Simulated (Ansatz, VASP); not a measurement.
**Pb in VASP and in Ansatz**

```
Pb
1.0
     0.00000    2.46980    2.54389
     2.46980    0.00000    2.54389
     2.46980    2.46980    0.00000
Pb
1
Direct
  0.00000 0.00000 0.00000
```

Change from the starting cell: strain +0.0300 x Voigt [0, 0, 1, 0, 0, 0], atoms carried along.

Alike in both runs: task single point; functional PBE; k mesh 16 × 16 × 16; occupations gaussian, width 0.15 eV; no spin polarisation.

```csv
,VASP,Ansatz
version,VASP 6.6.1,Ansatz 0.2.0
potentials or method,"VASP PAW PBE potentials, release 64 (Pb_d), cutoff 520 eV","scalar-relativistic, plane waves, PAW"
valence electrons in the cell,14,14
```

```csv
,VASP,Ansatz,Ansatz less VASP
gap on the k mesh at the Fermi level (eV),none,none,-
pressure (GPa),1.1,1.2,+0.07
"traceless stress, the component that is largest in VASP (GPa)",-0.31,-0.31,-0.002
```

A gap of «none» marks a metal or a gap that the smearing closes. With one functional, cell and mesh, what is left measures potentials, basis and numerics.

Neither program's run includes spin-orbit coupling.
